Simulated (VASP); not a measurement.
A run of VASP 6.6.1:

Contents of INCAR:

```
PREC = Accurate
ENCUT = 520
EDIFF = 1E-6
ISMEAR = 0
SIGMA = 0.05
LREAL = False
LASPH = True
NELM = 60
ALGO = Normal
ISIF = 2
LWAVE = False
LCHARG = False
GGA = PE
NBANDS = 11
```

KPOINTS

```
Automatic mesh
0
Gamma
  10 10 10
```

POSCAR

```
MgO
1.0
    0.0667234375      2.1351500000      2.1351500000
    2.1351500000      0.0667234375      2.1351500000
    2.2018734375      2.2018734375      0.0000000000
Mg O
1 1
Direct
    0.0000000000      0.0000000000      0.0000000000
    0.5000000000      0.5000000000      0.5000000000
```

Potentials or basis: VASP PAW PBE potentials, release 64 (Mg, O).

The run is started by

```console
$ cat potpaw_PBE.64/Mg/POTCAR potpaw_PBE.64/O/POTCAR > POTCAR
$ mpirun -np 1 vasp_std > vasp.out
```

Hardware: 1 thread of Intel Xeon 6975P-C, with other jobs on the host.

**Question.** Estimate the wall time of this run.

**Answer.** It took 16 s on 1 thread of Intel Xeon 6975P-C, with other jobs on the host, peak memory 0.17 GiB. Counts: scf iterations 12, k points 171.
